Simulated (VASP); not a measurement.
A run of VASP 6.6.1:

The input INCAR:

```
SYSTEM = Fe2Co
  PREC = Accurate
  ENCUT = 520
  EDIFF = 1E-7
  ISMEAR = 0
  SIGMA = 0.1
  LREAL = .False.
  LASPH = .True.
  NELM = 150
  ALGO = Fast
  ISIF = 2
  LWAVE = .False.
  LCHARG = .False.
  ISPIN = 2
  MAGMOM = 4 4 3
  LORBIT = 11
  LMAXMIX = 4
  GGA = PE
  NBANDS = 24
```

Contents of KPOINTS:

```
regular mesh
0
Gamma
  8 8 8
  0 0 0
```

File POSCAR:

```
Fe2Co
1.0
    0.0000000000      2.0213423322      6.0335083874
    1.4162763961      0.0000000000      6.0335083874
    1.4162763961      2.0213423322      0.0000000000
Fe Co
2 1
Direct
    0.6657684373      0.6657684373      0.3342315627
    0.3342315627      0.3342315627      0.6657684373
    0.0000000000      0.0000000000      0.0000000000
```

Potentials or basis: VASP PAW PBE potentials, release 64 (Fe, Co).

The run is started by

```console
$ cat potpaw_PBE.64/Fe/POTCAR potpaw_PBE.64/Co/POTCAR > POTCAR
$ mpirun -np 1 vasp_std > vasp.out
```

Hardware: 1 thread of Intel(R) Xeon(R) Platinum 8488C (Sapphire Rapids), with other jobs on the host.

**Question.** How long does it take, and how much memory?

**Answer.** Wall time 4 min on 1 thread of Intel(R) Xeon(R) Platinum 8488C (Sapphire Rapids), on a shared host, peak memory 0.31 GiB. Counts: scf iterations 21, k points 95.
